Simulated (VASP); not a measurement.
# Hg: electric field gradients with PBEsol

Crystal: Hg.

```
Hg
1.0
     4.47864    0.00000    0.00000
    -2.23932    3.87862    0.00000
     0.00000    0.00000    3.81770
Hg
3
Direct
  0.33333 0.66667 0.50000
  0.00000 0.00000 0.00000
  0.66667 0.33333 0.50000
```

| Property | Result |
| --- | --- |
| Program | VASP 6.6.1 |
| Task | electric field gradients |
| Functional | PBEsol |
| Potentials or basis | VASP PAW PBE potentials, release 64 (Hg) |
| Cutoff | 520 eV |
| k mesh | 8 × 8 × 9 |
| Occupations | fermi-dirac, width 0.05 eV |
| Spin | no spin polarisation |
| Dipole correction | no |
| Further INCAR settings | ALGO = Normal; EDIFF = 1e-08; NBANDS = 25 |

```json
{
 "Pressure": "12.5 GPa",
 "Band gap on the k mesh": "zero (bands 18 and 19 overlap by 5.43 eV)",
 "Largest electric field gradient by atom": "Hg +362.2, +38.8 (each value once) V/Å²"
}
```

Stress tensor (GPa, compression positive):
```
18.12  0.00  0.00
 0.00 18.12  0.00
 0.00  0.00  1.31
```

Levels at points of the mesh, in eV from the Fermi level:
| k point | band 14 | band 15 | band 16 | band 17 | band 18 | band 19 | band 20 | band 21 | band 22 | band 23 |
| --- | --- | --- | --- | --- | --- | --- | --- | --- | --- | --- |
| (0.00, 0.00, 0.00) | -6.74 | -5.93 | -5.93 | 0.59 | 1.90 | 2.90 | 3.69 | 3.69 | 3.94 | 3.94 |
| (0.50, 0.00, 0.00) | -6.31 | -5.88 | -5.83 | -5.00 | -0.81 | 0.50 | 6.26 | 6.29 | 7.28 | 8.01 |

Electric field gradients, principal values (V/Å²):
```tsv
atom	least	middle	greatest (by size)
1 Hg	-181.121	-181.123	362.244
2 Hg	-19.411	-19.412	38.823
3 Hg	-181.121	-181.123	362.244
```

It took 110 s on 1 thread of Oxide Virtual Turin-like Processor (shared host), peak memory 0.18 GiB.

Caveat: the stress differs along the axes, from 1 to 18 GPa; without QUAD_EFG the Cq values of the log hold for a quadrupole moment of 1 mb, not for the nuclei; the PAW data sets were made with another functional, which shifts forces and pressure a little; spin-orbit coupling is left out, which moves the levels of the heavy elements.
